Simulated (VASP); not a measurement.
# MnO2 (Fd-3m) in VASP: further runs

Aim: see how the results for MnO2 move with the level of theory and the settings. Levels: PBEsol+D3(BJ), PBEsol. Tasks: single point.

Everything below comes from runs of VASP 6.6.1. Logs are shortened: lines on timing, memory, paths and dates and some standing lists are left out, and cuts for length are marked.

## 1. The cell of the first run

The structure is cubic, space group Fd-3m (No. 227). The conventional cell has a = 7.969 Å, b = 7.969 Å, c = 7.969 Å, α = 90.00°, β = 90.00°, γ = 90.00°. Within 2.5 Å of Mn (site symmetry -3m) lie 6 O at 1.89 Å. Within 2.6 Å of O (site symmetry 3m) lie 3 Mn at 1.89 Å and 3 O at 2.52 Å.

## 2. Single point, PBEsol+D3(BJ), collinear spin, ferromagnetic start

File INCAR:

```
PREC     = Accurate       # precision mode
ENCUT    = 520            # plane-wave cutoff, eV
EDIFF    = 1E-7           # SCF threshold, eV
ISMEAR   = -1             # smearing method
SIGMA    = 0.05           # smearing width, eV
LREAL    = False          # projectors in reciprocal space
LASPH    = True           # aspherical terms in the spheres
NELM     = 150            # most SCF steps
ALGO     = Normal         # electronic algorithm
ISIF     = 2              # what is computed and relaxed
LWAVE    = False          # write WAVECAR
LCHARG   = False          # write CHGCAR
ISPIN    = 2              # spin polarisation
MAGMOM   = 4 4 4 4 0 0 0 0 0 0 0 0 # initial moments
LORBIT   = 11             # projections on sites
LMAXMIX  = 4              # l up to which the mixer works
GGA      = PS             # functional
IVDW     = 12             # dispersion correction
NBANDS   = 66             # bands
```

File KPOINTS:

```
regular mesh
0
Gamma
  6 6 6
```

File POSCAR:

```
MnO2
1.0
    0.0000000000      3.9845833123      3.9845833123
    3.9845833123      0.0000000000      3.9845833123
    3.9845833123      3.9845833123      0.0000000000
Mn O
4 8
Direct
    0.1250000000      0.1250000000      0.1250000000
    0.1250000000      0.1250000000      0.6250000000
    0.6250000000      0.1250000000      0.1250000000
    0.1250000000      0.6250000000      0.1250000000
    0.3617132555      0.3617132555      0.3617132555
    0.3617132555      0.3617132555      0.9148602335
    0.9148602335      0.3617132555      0.3617132555
    0.3617132555      0.9148602335      0.3617132555
    0.8882867445      0.8882867445      0.3351397665
    0.8882867445      0.8882867445      0.8882867445
    0.8882867445      0.3351397665      0.8882867445
    0.3351397665      0.8882867445      0.8882867445
```

Potentials or basis: VASP PAW PBE potentials, release 64 (Mn_pv, O).

The run is started by

```console
cat potpaw_PBE.64/Mn_pv/POTCAR potpaw_PBE.64/O/POTCAR > POTCAR
mpirun -np 1 vasp_std > vasp.out
```

OUTCAR:

```text
PREC = Accurate
   ENCUT = 520
   EDIFF = 1E-7
   ISMEAR = -1
   LREAL = False
   LASPH = True
   NELM = 150
   ISIF = 2
   ISPIN = 2
   LORBIT = 11
   GGA = PS
   IVDW = 12
 IVDW          = 12

 ion  position               nearest neighbor table
   1  0.125  0.125  0.125-   6 1.89   7 1.89   8 1.89   9 1.89  11 1.89  12 1.89   2 2.82   3 2.82
                             4 2.82   2 2.82   4 2.82   3 2.82
   2  0.125  0.125  0.625-   5 1.89   7 1.89   8 1.89  10 1.89  11 1.89  12 1.89   1 2.82   1 2.82
                             3 2.82   4 2.82   4 2.82   3 2.82
   3  0.625  0.125  0.125-   5 1.89   6 1.89   8 1.89   9 1.89  10 1.89  11 1.89   1 2.82   2 2.82
                             4 2.82   1 2.82   2 2.82   4 2.82
   4  0.125  0.625  0.125-   5 1.89   6 1.89   7 1.89   9 1.89  10 1.89  12 1.89   1 2.82   2 2.82
                             1 2.82   2 2.82   3 2.82   3 2.82
   5  0.362  0.362  0.362-   2 1.89   3 1.89   4 1.89
   6  0.362  0.362  0.915-   1 1.89   3 1.89   4 1.89
   7  0.915  0.362  0.362-   1 1.89   2 1.89   4 1.89
   8  0.362  0.915  0.362-   1 1.89   2 1.89   3 1.89
   9  0.888  0.888  0.335-   1 1.89   3 1.89   4 1.89
  10  0.888  0.888  0.888-   2 1.89   3 1.89   4 1.89
  11  0.888  0.335  0.888-   1 1.89   2 1.89   3 1.89
  12  0.335  0.888  0.888-   1 1.89   2 1.89   4 1.89

  LATTYP: Found a face centered cubic cell.
 ALAT       =     7.9691666246

  Lattice vectors:

 A1 = (   0.0000000000,   3.9845833123,   3.9845833123)
 A2 = (   3.9845833123,   0.0000000000,   3.9845833123)
 A3 = (   3.9845833123,   3.9845833123,   0.0000000000)

Analysis of symmetry for initial positions (statically):
=====================================================================
 Subroutine PRICEL returns:
 Original cell was already a primitive cell.

 Routine SETGRP: Setting up the symmetry group for a
 face centered cubic supercell.

 Subroutine GETGRP returns: Found 48 space group operations
 (whereof 24 operations were pure point group operations)
 out of a pool of 48 trial point group operations.

The static configuration has the point symmetry T_d .
 The point group associated with its full space group is O_h .

Analysis of symmetry for dynamics (positions and initial velocities):
=====================================================================
 Subroutine PRICEL returns:
 Original cell was already a primitive cell.

 Routine SETGRP: Setting up the symmetry group for a
 face centered cubic supercell.

 Subroutine GETGRP returns: Found 48 space group operations
 (whereof 24 operations were pure point group operations)
 out of a pool of 48 trial point group operations.

The dynamic configuration has the point symmetry T_d .
 The point group associated with its full space group is O_h .

Analysis of structural, dynamic, and magnetic symmetry:
=====================================================================
 Subroutine PRICEL returns:
 Original cell was already a primitive cell.

 Routine SETGRP: Setting up the symmetry group for a
 face centered cubic supercell.

 Subroutine GETGRP returns: Found 48 space group operations
 (whereof 24 operations were pure point group operations)
 out of a pool of 48 trial point group operations.

The overall configuration has the point symmetry T_d .
 The point group associated with its full space group is O_h .

 Subroutine INISYM returns: Found 48 space group operations
 (whereof 24 operations are pure point group operations),
 and found     1 'primitive' translations

----------------------------------------------------------------------------------------

                                     Primitive cell

  volume of cell :     126.5257

  direct lattice vectors                    reciprocal lattice vectors
     0.000000000  3.984583312  3.984583312    -0.125483636  0.125483636  0.125483636
     3.984583312  0.000000000  3.984583312     0.125483636 -0.125483636  0.125483636
     3.984583312  3.984583312  0.000000000     0.125483636  0.125483636 -0.125483636

  length of vectors
     5.635051761  5.635051761  5.635051761     0.217344032  0.217344032  0.217344032

  position of ions in fractional coordinates (direct lattice)
     0.125000000  0.125000000  0.125000000
     0.125000000  0.125000000  0.625000000
     0.625000000  0.125000000  0.125000000
     0.125000000  0.625000000  0.125000000
     0.361713255  0.361713255  0.361713255
     0.361713255  0.361713255  0.914860234
     0.914860234  0.361713255  0.361713255
[... 65 lines left out ...]
   k-points           NKPTS =     16   k-points in BZ     NKDIM =     16   number of bands    NBANDS=     66
   number of dos      NEDOS =    301   number of ions     NIONS =     12
   total plane-waves  NPLWV =  74088
   dimension x,y,z NGX =    42 NGY =   42 NGZ =   42
   dimension x,y,z NGXF=    84 NGYF=   84 NGZF=   84
   ions per type =               4   8
   NGX,Y,Z   is equivalent  to a cutoff of  12.39, 12.39, 12.39 a.u.
   NGXF,Y,Z  is equivalent  to a cutoff of  24.78, 24.78, 24.78 a.u.
 SYSTEM =  unknown system
   PREC   = accura    normal or accurate (medium, high low for compatibility)
   ISTART =      0    job   : 0-new  1-cont  2-samecut
   ICHARG =      2    charge: 1-file 2-atom 10-const
   ISPIN  =      2    spin polarized calculation?
   LNONCOLLINEAR =      F non collinear calculations
   LSORBIT =      F    spin-orbit coupling
   LASPH  =      T    aspherical Exc in radial PAW
   ENCUT  =  520.0 eV  38.22 Ry    6.18 a.u.  10.48 10.48 10.48*2*pi/ulx,y,z
   NELM   =    150;   NELMIN=  2; NELMDL= -5     # of ELM steps
   EDIFF  = 0.1E-06   stopping-criterion for ELM
   LREAL  =      F    real-space projection
   EDIFFG = 0.1E-05   stopping-criterion for IOM
   NSW    =      0    number of steps for IOM
   IBRION =     -1    ionic relax: 0-MD 1-quasi-New 2-CG
   NFREE  =      0    steps in history (QN), initial steepest desc. (CG)
   ISIF   =      2    stress and relaxation
   ISYM   =      2    0-nonsym 1-usesym 2-fastsym
   POTIM  = 0.5000    time-step for ionic-motion
   TEBEG  =    0.0;   TEEND  =   0.0 temperature during run
   PSTRESS=    0.0 pullay stress
   NELECT =     100.0000    total number of electrons
   NUPDOWN=      -1.0000    fix difference up-down
   EMIN   =  10.00;   EMAX   =-10.00  energy-range for DOS
   EFERMI =   0.00;   METHOD = LEGACY
   ISMEAR =    -1;   SIGMA  =   0.05  broadening in eV -4-tet -1-fermi 0-gaus
   EFERMI_NEDOS =   21; number of points for ismear=-14 and -15
   IALGO  =     38    algorithm
   IMIX   =      4    mixing-type and parameters
     AMIX     =   0.40;   BMIX     =  1.00
     AMIX_MAG =   1.60;   BMIX_MAG =  1.00
  volume/ion in A,a.u.               =      10.54        71.15
  Fermi-wavevector in a.u.,A,eV,Ry     =   1.513614  2.860316 31.171336  2.291029
  Thomas-Fermi vector in A             =   2.623382
   LORBIT       =     11    0 simple, 1 ext, 2 COOP (PROOUT), +10 PAW based schemes
   GGA     = PS    functional components
   LHFCALC =     F    Hartree Fock is set to
   AEXX    =    0.0000 exact exchange contribution
   IVDW    =    12    specifies the selected vdW correction
   LEPSILON=     F    determine dielectric tensor
   LRPA    =     F    only Hartree local field effects (RPA)
 spin polarized calculation
  energy-cutoff  :      520.00
  volume of cell :      126.53
 maximum number of plane-waves:      3479
 NGX is ok and might be reduce to    42
   NGX = 21   NGY = 21   NGZ = 21

 number of electron     100.0000000 magnetization      16.0000000

 number of electron     100.0000005 magnetization       9.3561213

 number of electron      99.9999998 magnetization      11.9919675

 Free energy of the ion-electron system (eV)
  ---------------------------------------------------
  ext. energy  EPLUGINS =         0.00000000
  ---------------------------------------------------
  free energy    TOTEN  =      -100.07156299 eV

  energy without entropy =     -100.06964294  energy(sigma->0) =     -100.07060296

 E-fermi :   3.3987     XC(G=0): -11.2186

 val. band max:        3.1530423328   @ k =  -0.3333   0.3333   0.0000
 cond. band min:       3.4269653215   @ k =   0.0000   0.0000   0.0000
 fundamental gap:      0.2739229887
 Fermi energy:         3.3987328467

 spin component 1

 k-point     1 :       0.0000    0.0000    0.0000
  band No.  band energies     occupation
      1     -46.9263      1.00000
      2     -46.8085      1.00000
      3     -46.8085      1.00000
      4     -46.8085      1.00000
      5     -46.7570      1.00000
      6     -46.7569      1.00000
[... 1029 lines left out ...]
     61       5.7089      0.00000
     62       5.7089      0.00000
 Fermi energy:         3.3987328467

 spin component 2

 k-point     1 :       0.0000    0.0000    0.0000
  band No.  band energies     occupation
      1     -44.0159      1.00000
      2     -43.8253      1.00000
      3     -43.8253      1.00000
      4     -43.8253      1.00000
      5     -43.6774      1.00000
      6     -43.6774      1.00000
[... 1029 lines left out ...]
     61       7.1899      0.00000
     62       7.1899      0.00000
 [bands above 62 left out]

------------------------ aborting loop because EDIFF is reached ----------------------------------------

 Edisp (eV)   -1.33830

 E8    (eV) :    -0.7783

  FORCE on cell =-STRESS in cart. coord.  units (eV):
  Direction    XX          YY          ZZ          XY          YZ          ZX
  --------------------------------------------------------------------------------------
  -------------------------------------------------------------------------------------
  Total       0.77020     0.77020     0.77020     0.00000     0.00000     0.00000
  in kB       9.75289     9.75289     9.75289     0.00000     0.00000     0.00000
  external pressure =        9.75 kB  Pullay stress =        0.00 kB

 VOLUME and BASIS-vectors are now :
 -----------------------------------------------------------------------------
  energy-cutoff  :      520.00
  volume of cell :      126.53
      direct lattice vectors                 reciprocal lattice vectors
     0.000000000  3.984583312  3.984583312    -0.125483636  0.125483636  0.125483636
     3.984583312  0.000000000  3.984583312     0.125483636 -0.125483636  0.125483636
     3.984583312  3.984583312  0.000000000     0.125483636  0.125483636 -0.125483636

 POSITION                                       TOTAL-FORCE (eV/Angst)
 -----------------------------------------------------------------------------------
      0.99615      0.99615      0.99615        -0.000000     -0.000000     -0.000000
      2.98844      2.98844      0.99615        -0.000000     -0.000000     -0.000000
      0.99615      2.98844      2.98844        -0.000000     -0.000000     -0.000000
      2.98844      0.99615      2.98844        -0.000000     -0.000000     -0.000000
      2.88255      2.88255      2.88255         0.052393      0.052393      0.052393
      5.08661      5.08661      2.88255        -0.052393     -0.052393      0.052393
      2.88255      5.08661      5.08661         0.052393     -0.052393     -0.052393
      5.08661      2.88255      5.08661        -0.052393      0.052393     -0.052393
      4.87484      4.87484      7.07891         0.052393      0.052393     -0.052393
      7.07891      7.07891      7.07891        -0.052393     -0.052393     -0.052393
      4.87484      7.07891      4.87484         0.052393     -0.052393      0.052393
      7.07891      4.87484      4.87484        -0.052393      0.052393      0.052393
 -----------------------------------------------------------------------------------
    total drift:                                0.000000      0.000000      0.000000

  FREE ENERGIE OF THE ION-ELECTRON SYSTEM (eV)
  ---------------------------------------------------
  free  energy   TOTEN  =      -101.4098673405 eV

  energy  without entropy=     -101.4079472877  energy(sigma->0) =     -101.40890731

 total charge

# of ion       s       p       d       tot
------------------------------------------
    1        0.369   6.494   4.966  11.829
    2        0.369   6.494   4.966  11.829
    3        0.369   6.494   4.966  11.829
    4        0.369   6.494   4.966  11.829
    5        1.579   3.404   0.000   4.982
    6        1.579   3.404   0.000   4.982
    7        1.579   3.404   0.000   4.982
    8        1.579   3.404   0.000   4.982
    9        1.579   3.404   0.000   4.982
   10        1.579   3.404   0.000   4.982
   11        1.579   3.404   0.000   4.982
   12        1.579   3.404   0.000   4.982
--------------------------------------------------
tot         14.105  53.205  19.864  87.175

 magnetization (x)

# of ion       s       p       d       tot
------------------------------------------
    1        0.029   0.039   2.727   2.796
    2        0.029   0.039   2.727   2.796
    3        0.029   0.039   2.727   2.796
    4        0.029   0.039   2.727   2.796
    5        0.003   0.056   0.000   0.059
    6        0.003   0.056   0.000   0.059
    7        0.003   0.056   0.000   0.059
    8        0.003   0.056   0.000   0.059
    9        0.003   0.056   0.000   0.059
   10        0.003   0.056   0.000   0.059
   11        0.003   0.056   0.000   0.059
   12        0.003   0.056   0.000   0.059
--------------------------------------------------
tot          0.144   0.603  10.910  11.657
```

It took 5.5 min on 1 thread of Intel Xeon Platinum 8375C at 2.90GHz (Ice Lake), shared host; peak memory 0.41 GiB.

Results:

* Free energy: -101.4099 eV
* Pressure: 1.0 GPa
* Largest force: 0.091 eV/Å
* Band gap on the k mesh: 0.27 eV (least direct gap 0.48 eV)
* Net moment: 11.99 μB per cell
* Site moments: Mn +2.80; O +0.06 μB
* Valence electrons inside the program's atomic spheres: Mn 11.83; O 4.98
* Dispersion energy per atom: -0.112 eV

Forces in eV/Å, atoms in the order of the input:
```
Mn   0.000  0.000  0.000
Mn   0.000  0.000  0.000
Mn   0.000  0.000  0.000
Mn   0.000  0.000  0.000
O    0.052  0.052  0.052
O   -0.052 -0.052  0.052
O    0.052 -0.052 -0.052
O   -0.052  0.052 -0.052
O    0.052  0.052 -0.052
O   -0.052 -0.052 -0.052
O    0.052 -0.052  0.052
O   -0.052  0.052  0.052
```

Levels at points of the mesh, in eV from the valence-band top:
Spin up:
```
           k point  band 52  band 53  band 54  band 55  band 56  band 57  band 58  band 59  band 60  band 61
(0.00, 0.00, 0.00)    -0.96    -0.66    -0.66    -0.66    -0.20     2.69     2.69     2.69     3.09     3.09
(0.50, 0.00, 0.00)    -0.58    -0.37    -0.37    -0.34    -0.07     2.39     2.39     2.40     2.40     2.42
(0.50, 0.50, 0.00)    -0.22    -0.08    -0.08    -0.03    -0.03     1.87     1.87     2.28     2.28     2.63
```
Spin down:
| k point | band 41 | band 42 | band 43 | band 44 | band 45 | band 46 | band 47 | band 48 |
| --- | --- | --- | --- | --- | --- | --- | --- | --- |
| (0.00, 0.00, 0.00) | -2.10 | -0.78 | -0.78 | -0.78 | 0.27 | 0.27 | 1.48 | 1.48 |
| (0.50, 0.00, 0.00) | -1.74 | -1.74 | -0.88 | -0.88 | 0.97 | 0.97 | 1.78 | 1.78 |
| (0.50, 0.50, 0.00) | -1.71 | -1.71 | -1.23 | -1.23 | 1.36 | 1.36 | 1.67 | 1.67 |

Caveat: the PAW data sets were made with another functional, which shifts forces and pressure a little; the run started ferromagnetic, and an antiferromagnetic order may lie lower in energy.

(Part 1 of 2 ends here.)
